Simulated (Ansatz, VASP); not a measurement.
**SrO: VASP beside Ansatz**

```
Sr O
1.0
    -0.02855    2.55134    2.55134
     2.55134   -0.02855    2.55134
     2.55134    2.55134   -0.02855
Sr O
1 1
Direct
  0.00000 0.00000 0.00000
  0.50000 0.50000 0.50000
```

Change from the starting cell: shear_111 strain -1.7%.

Alike in both runs: task single point; functional r2SCAN; k mesh 8 × 8 × 8; no spin polarisation.

|  | VASP | Ansatz |
| --- | --- | --- |
| version | VASP 6.6.1 | Ansatz 0.2.0 |
| potentials or method | VASP PAW PBE potentials, release 64 (Sr_sv, O) | plane waves, PAW |
| plane-wave cutoff (eV) | 520 | 500 |
| occupations | gaussian, width 0.01 eV | fixed |
| valence electrons in the cell | 16 | 16 |

|  | VASP | Ansatz | Ansatz less VASP |
| --- | --- | --- | --- |
| gap on the k mesh at the Fermi level (eV) | 3.71 | 3.77 | +0.053 |
| pressure (GPa) | 2.2 | 1.6 | -0.55 |
| traceless stress, the component that is largest in VASP (GPa) | 0.59 | 0.59 | 0.000 |

VASP's potentials were made for PBE, not for r2SCAN.
